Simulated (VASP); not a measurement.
# C (Cmme) in VASP: single point with PBEsol

Aim: the single point of C with PBEsol.

All numbers are computed with VASP 6.6.1; they aren't measurements. Logs are shortened: lines on timing, memory, paths and dates and some standing lists are left out, and cuts for length are marked.

## Step 1: The cell of the first run

It takes space group Cmme (No. 67, orthorhombic). Conventional cell: a = 2.456 Å, b = 4.254 Å, c = 7.173 Å, α = 90.00°, β = 90.00°, γ = 90.00°. C (site symmetry m) has 3 C at 1.42 Å within 1.9 Å.

## Step 2: Single point, PBEsol

File INCAR:

```
PREC = Accurate ; ENCUT = 520
EDIFF = 1E-6 ; ISMEAR = -1
SIGMA = 0.1 ; LREAL = F
LASPH = T ; NELM = 80
ALGO = Normal ; ISIF = 2
LWAVE = F ; LCHARG = F
GGA = PS ; NBANDS = 16
```

File KPOINTS:

```
regular mesh
0
Gamma
  10 10 3
```

File POSCAR:

```
C
1.0
    1.2280480000     -2.1270620000      0.0000000000
    1.2280480000      2.1270620000      0.0000000000
    0.0000000000      0.0000000000      7.1732680000
C
4
Direct
    0.0833790000      0.9166210000      0.7531380000
    0.5833790000      0.4166210000      0.2468620000
    0.9166210000      0.0833790000      0.2468620000
    0.4166210000      0.5833790000      0.7531380000
```

Potentials or basis: VASP PAW PBE potentials, release 64 (C).

The run is started by

```bash
$ cat potpaw_PBE.64/C/POTCAR > POTCAR
$ mpirun -np 1 vasp_std > vasp.out
```

OUTCAR:

```text
PREC = Accurate
   ENCUT = 520
   EDIFF = 1E-6
   ISMEAR = -1
   LREAL = F
   LASPH = T
   NELM = 80
   ISIF = 2
   GGA = PS

 ion  position               nearest neighbor table
   1  0.083  0.917  0.753-   4 1.42   4 1.42   4 1.42
   2  0.583  0.417  0.247-   3 1.42   3 1.42   3 1.42
   3  0.917  0.083  0.247-   2 1.42   2 1.42   2 1.42
   4  0.417  0.583  0.753-   1 1.42   1 1.42   1 1.42

  LATTYP: Found a hexagonal cell.
 ALAT       =     2.4561137274
 C/A-ratio  =     2.9205764863

  Lattice vectors:

 A1 = (   1.2280480000,  -2.1270620000,   0.0000000000)
 A2 = (   1.2280480000,   2.1270620000,   0.0000000000)
 A3 = (   0.0000000000,   0.0000000000,   7.1732680000)

Analysis of symmetry for initial positions (statically):
=====================================================================
 Subroutine PRICEL returns:
 Original cell was already a primitive cell.

 Routine SETGRP: Setting up the symmetry group for a
 hexagonal supercell.

 Subroutine GETGRP returns: Found  8 space group operations
 (whereof  4 operations were pure point group operations)
 out of a pool of 24 trial point group operations.

The static configuration has the point symmetry C_2h.
 The point group associated with its full space group is D_2h.

Analysis of symmetry for dynamics (positions and initial velocities):
=====================================================================
 Subroutine PRICEL returns:
 Original cell was already a primitive cell.

 Routine SETGRP: Setting up the symmetry group for a
 hexagonal supercell.

 Subroutine GETGRP returns: Found  8 space group operations
 (whereof  4 operations were pure point group operations)
 out of a pool of 24 trial point group operations.

The dynamic configuration has the point symmetry C_2h.
 The point group associated with its full space group is D_2h.

 Subroutine INISYM returns: Found  8 space group operations
 (whereof  4 operations are pure point group operations),
 and found     1 'primitive' translations

----------------------------------------------------------------------------------------

                                     Primitive cell

  volume of cell :      37.4751

  direct lattice vectors                    reciprocal lattice vectors
     1.228048000 -2.127062000  0.000000000     0.407150209 -0.235066021  0.000000000
     1.228048000  2.127062000  0.000000000     0.407150209  0.235066021  0.000000000
     0.000000000  0.000000000  7.173268000     0.000000000  0.000000000  0.139406474

  length of vectors
     2.456113727  2.456113727  7.173268000     0.470135435  0.470135435  0.139406474

  position of ions in fractional coordinates (direct lattice)
     0.083379000  0.916621000  0.753138000
     0.583379000  0.416621000  0.246862000
     0.916621000  0.083379000  0.246862000
     0.416621000  0.583379000  0.753138000

  ion indices of the primitive-cell ions
   primitive index   ion index
                 1           1
                 2           2
                 3           3
                 4           4

----------------------------------------------------------------------------------------

 KPOINTS: regular mesh

Automatic generation of k-mesh.
 Grid dimensions read from file:
 generate k-points for:   10   10    3

 Generating k-lattice:

  Cartesian coordinates                     Fractional coordinates (reciprocal lattice)
     0.040715021 -0.023506602  0.000000000     0.100000000  0.000000000  0.000000000
     0.040715021  0.023506602  0.000000000     0.000000000  0.100000000  0.000000000
     0.000000000  0.000000000  0.046468825     0.000000000  0.000000000  0.333333333

  Length of vectors
     0.047013543  0.047013543  0.046468825

  Shift w.r.t. Gamma in fractional coordinates (k-lattice)
     0.000000000  0.000000000  0.000000000

 Subroutine IBZKPT returns following result:
 ===========================================

 Found     62 irreducible k-points:

 Following reciprocal coordinates:
            Coordinates               Weight
  0.000000  0.000000  0.000000      1.000000
  0.100000 -0.000000  0.000000      4.000000
 -0.100000  0.100000  0.000000      2.000000
  0.200000 -0.000000  0.000000      4.000000
 -0.200000  0.200000  0.000000      2.000000
  0.300000 -0.000000  0.000000      4.000000
[... 16 lines left out ...]
  0.200000  0.200000  0.000000      2.000000
 -0.200000  0.400000  0.000000      4.000000
 [... further k-points ...]
   k-points           NKPTS =     62   k-points in BZ     NKDIM =     62   number of bands    NBANDS=     16
   number of dos      NEDOS =    301   number of ions     NIONS =      4
   total plane-waves  NPLWV =  17496
   dimension x,y,z NGX =    18 NGY =   18 NGZ =   54
   dimension x,y,z NGXF=    36 NGYF=   36 NGZF=  108
   ions per type =               4
   NGX,Y,Z   is equivalent  to a cutoff of  12.18, 12.18, 12.51 a.u.
   NGXF,Y,Z  is equivalent  to a cutoff of  24.37, 24.37, 25.03 a.u.
 SYSTEM =  unknown system
   PREC   = accura    normal or accurate (medium, high low for compatibility)
   ISTART =      0    job   : 0-new  1-cont  2-samecut
   ICHARG =      2    charge: 1-file 2-atom 10-const
   ISPIN  =      1    spin polarized calculation?
   LNONCOLLINEAR =      F non collinear calculations
   LSORBIT =      F    spin-orbit coupling
   LASPH  =      T    aspherical Exc in radial PAW
   ENCUT  =  520.0 eV  38.22 Ry    6.18 a.u.   4.57  4.57 13.34*2*pi/ulx,y,z
   NELM   =     80;   NELMIN=  2; NELMDL= -5     # of ELM steps
   EDIFF  = 0.1E-05   stopping-criterion for ELM
   LREAL  =      F    real-space projection
   EDIFFG = 0.1E-04   stopping-criterion for IOM
   NSW    =      0    number of steps for IOM
   IBRION =     -1    ionic relax: 0-MD 1-quasi-New 2-CG
   NFREE  =      0    steps in history (QN), initial steepest desc. (CG)
   ISIF   =      2    stress and relaxation
   ISYM   =      2    0-nonsym 1-usesym 2-fastsym
   POTIM  = 0.5000    time-step for ionic-motion
   TEBEG  =    0.0;   TEEND  =   0.0 temperature during run
   PSTRESS=    0.0 pullay stress
   NELECT =      16.0000    total number of electrons
   NUPDOWN=      -1.0000    fix difference up-down
   EMIN   =  10.00;   EMAX   =-10.00  energy-range for DOS
   EFERMI =   0.00;   METHOD = LEGACY
   ISMEAR =    -1;   SIGMA  =   0.10  broadening in eV -4-tet -1-fermi 0-gaus
   EFERMI_NEDOS =   21; number of points for ismear=-14 and -15
   IALGO  =     38    algorithm
   IMIX   =      4    mixing-type and parameters
     AMIX     =   0.40;   BMIX     =  1.00
     AMIX_MAG =   1.60;   BMIX_MAG =  1.00
  volume/ion in A,a.u.               =       9.37        63.22
  Fermi-wavevector in a.u.,A,eV,Ry     =   1.232728  2.329518 20.675667  1.519619
  Thomas-Fermi vector in A             =   2.367487
   LORBIT       =      0    0 simple, 1 ext, 2 COOP (PROOUT), +10 PAW based schemes
   GGA     = PS    functional components
   LHFCALC =     F    Hartree Fock is set to
   AEXX    =    0.0000 exact exchange contribution
   IVDW    =     0    specifies the selected vdW correction
   LEPSILON=     F    determine dielectric tensor
   LRPA    =     F    only Hartree local field effects (RPA)
 non-spin polarized calculation
  energy-cutoff  :      520.00
  volume of cell :       37.48
 maximum number of plane-waves:      1029
   NGX =  9   NGY =  9   NGZ = 27

 number of electron      15.9999996 magnetization

 Free energy of the ion-electron system (eV)
  ---------------------------------------------------
  ext. energy  EPLUGINS =         0.00000000
  ---------------------------------------------------
  free energy    TOTEN  =       -38.58402760 eV

  energy without entropy =      -38.58393417  energy(sigma->0) =      -38.58398089

 E-fermi :   4.1256     XC(G=0): -10.0938

 val. band max:        3.4634476541   @ k =  -0.3000  -0.4000   0.0000
 cond. band min:       4.7101927764   @ k =   0.3000   0.3000   0.0000
 fundamental gap:      1.2467451224
 Fermi energy:         4.1255891705

 k-point     1 :       0.0000    0.0000    0.0000
  band No.  band energies     occupation
      1     -15.5510      2.00000
      2     -15.3700      2.00000
      3      -4.2920      2.00000
      4      -2.8759      2.00000
      5       1.1103      2.00000
      6       1.1163      2.00000
[... 8 lines left out ...]
     15      15.6736      0.00000
     16      15.7559      0.00000

 k-point     2 :       0.1000   -0.0000    0.0000
  band No.  band energies     occupation
      1     -15.3116      2.00000
      2     -15.1335      2.00000
      3      -4.0004      2.00000
      4      -2.5988      2.00000
      5       0.1893      2.00000
      6       0.2111      2.00000
[... 8 lines left out ...]
     15      14.8187      0.00000
     16      14.9770      0.00000

 k-point     3 :      -0.1000    0.1000    0.0000
  band No.  band energies     occupation
      1     -15.3116      2.00000
      2     -15.1335      2.00000
      3      -4.0008      2.00000
      4      -2.5983      2.00000
      5       0.1840      2.00000
      6       0.2010      2.00000
[... 8 lines left out ...]
     15      14.8941      0.00000
     16      14.9012      0.00000

 k-point     4 :       0.2000   -0.0000    0.0000
  band No.  band energies     occupation
      1     -14.5971      2.00000
      2     -14.4275      2.00000
      3      -3.1351      2.00000
      4      -2.0159      2.00000
      5      -1.9721      2.00000
      6      -1.7811      2.00000
[... 8 lines left out ...]
     15      16.0327      0.00000
     16      16.0334      0.00000
[... 324 lines left out ...]
 k-point    22 :       0.5000    0.4000    0.0000
  band No.  band energies     occupation
      1     -10.7258      2.00000
      2     -10.5959      2.00000
      3      -8.3237      2.00000
      4      -8.2261      2.00000
      5      -3.0183      2.00000
      6      -2.9787      2.00000
[... 8 lines left out ...]
     15      16.4975      0.00000
     16      19.4062      0.00000

 k-point    23 :       0.2000    0.2000    0.0000
  band No.  band energies     occupation
      1     -12.7257      2.00000
      2     -12.5781      2.00000
      3      -4.8247      2.00000
      4      -4.7549      2.00000
      5      -3.4204      2.00000
      6      -3.3715      2.00000
[... 8 lines left out ...]
     15      16.1932      0.00000
     16      16.4352      0.00000

 k-point    24 :      -0.2000    0.4000    0.0000
  band No.  band energies     occupation
      1     -12.7264      2.00000
      2     -12.5779      2.00000
      3      -4.7955      2.00000
      4      -4.7953      2.00000
      5      -3.3908      2.00000
      6      -3.3886      2.00000
[... 8 lines left out ...]
     15      16.2916      0.00000
     16      16.3683      0.00000

 [... further k-points ...]
[... 5 lines left out ...]
  --------------------------------------------------------------------------------------
  -------------------------------------------------------------------------------------
  Total        0.5385423      0.4901850      0.0756534      0.0000000     -0.0000000      0.0000000
  in kB       23.0243738     20.9569472      3.2344208      0.0000000     -0.0000000      0.0000000
  external PRESSURE =      15.7385806 kB  Pullay stress =       0.0000000 kB

 VOLUME and BASIS-vectors are now :
 -----------------------------------------------------------------------------
  energy-cutoff  :      520.00
  volume of cell :       37.48
      direct lattice vectors                 reciprocal lattice vectors
     1.228048000 -2.127062000  0.000000000     0.407150209 -0.235066021  0.000000000
     1.228048000  2.127062000  0.000000000     0.407150209  0.235066021  0.000000000
     0.000000000  0.000000000  7.173268000     0.000000000  0.000000000  0.139406474

 POSITION                                       TOTAL-FORCE (eV/Angst)
 -----------------------------------------------------------------------------------
      1.22805      1.77236      5.40246         0.000000      0.017663     -0.005326
      1.22805     -0.35470      1.77081         0.000000      0.017663      0.005326
      1.22805     -1.77236      1.77081         0.000000     -0.017663      0.005326
      1.22805      0.35470      5.40246         0.000000     -0.017663     -0.005326
 -----------------------------------------------------------------------------------
    total drift:                                0.000000     -0.000000      0.000000

  FREE ENERGIE OF THE ION-ELECTRON SYSTEM (eV)
  ---------------------------------------------------
  free  energy   TOTEN  =       -38.5840276049 eV

  energy  without entropy=      -38.5839341742  energy(sigma->0) =      -38.58398089
```

It took 26 s on 1 thread of AMD EPYC 7R13 (Zen 3), shared host; peak memory 0.12 GiB.

Results:

```yaml
Free_energy: -38.5840 eV
Pressure: 1.6 GPa
Largest_force: 0.018 eV/Å
Band_gap_on_the_k_mesh: 1.25 eV
```

Forces on the atoms (eV/Å):
```
C    0.000  0.018 -0.005
C    0.000  0.018  0.005
C    0.000 -0.018  0.005
C    0.000 -0.018 -0.005
```

Caveat: the PAW data sets were made with another functional, which shifts forces and pressure a little; this functional lacks dispersion, which binds the layers, so the pressure and a relaxed spacing across them are unreliable. A k mesh can miss the band edges.
